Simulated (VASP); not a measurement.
**HfC: single point with LDA**

Crystal: HfC.

```
Hf C
1.0
     0.00000    2.32500    2.32500
     2.32500    0.00000    2.32500
     2.32500    2.32500    0.00000
Hf C
1 1
Cartesian
  2.3250 2.3250 2.3250
  0.0000 0.0000 0.0000
```

```
Program             : VASP 6.6.1
Task                : single point
Functional          : LDA
Potentials or basis : VASP PAW LDA potentials, release 64 (Hf_pv, C)
Cutoff              : 520 eV
k mesh              : 10 × 10 × 10
Occupations         : fermi-dirac, width 0.05 eV
Spin                : no spin polarisation
```

| Quantity | Value |
| --- | --- |
| Pressure | -11.6 GPa |
| Band gap on the k mesh | zero (band 7 reaches 6.87 eV, above the bottom of band 8 at 5.46 eV) |

Levels at points of the mesh, in eV from the Fermi level:
| k point | band 3 | band 4 | band 5 | band 6 | band 7 | band 8 | band 9 | band 10 | band 11 | band 12 |
| --- | --- | --- | --- | --- | --- | --- | --- | --- | --- | --- |
| (0.00, 0.00, 0.00) | -29.43 | -12.17 | 1.00 | 1.00 | 1.00 | 1.28 | 1.28 | 1.28 | 3.30 | 3.30 |
| (0.50, 0.00, 0.00) | -29.50 | -8.34 | -6.15 | -3.01 | -3.01 | 5.18 | 5.18 | 5.67 | 6.61 | 11.30 |
| (0.50, 0.50, 0.00) | -29.66 | -10.25 | -2.52 | -1.85 | -0.07 | -0.07 | 5.22 | 6.60 | 6.60 | 8.34 |

Wall time 6.9 s on 1 thread of AMD EPYC 9R45 96-Core Processor (Zen 5) (shared host), peak memory 0.11 GiB.

Caveat: spin-orbit coupling is left out, which moves the levels of the heavy elements.
